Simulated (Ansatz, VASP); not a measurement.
**K: VASP beside Ansatz**

```xyz
1
Lattice="9.7772 0.0000 0.0000 0.0000 9.7772 0.0000 0.0000 0.0000 4.3246" Properties=species:S:1:pos:R:3 pbc="T T T"
K     0.0000    0.0000    0.0000
```

Change from the starting cell: strain -0.030 along x and y, +0.000 along z, atoms carried along.

Alike in both runs: task single point; functional LDA; k mesh 6 × 6 × 12; occupations gaussian, width 0.15 eV; no spin polarisation.

|  | VASP | Ansatz |
| --- | --- | --- |
| version | VASP 6.6.1 | Ansatz 0.2.0 |
| potentials or method | VASP PAW LDA potentials, release 64 (K_sv), cutoff 520 eV | scalar-relativistic, plane waves, PAW |
| valence electrons in the cell | 9 | 9 |

```csv
,VASP,Ansatz,Ansatz less VASP
gap on the k mesh at the Fermi level (eV),none,none,-
pressure (GPa),-0.1,-0.1,0.00
"traceless stress, the component that is largest in VASP (GPa)",-0.09,-0.09,0.000
```

LDA's correlation is that of Perdew and Zunger in VASP and of Perdew and Wang (1992) in Ansatz. A gap of «none» marks a metal or a gap that the smearing closes.
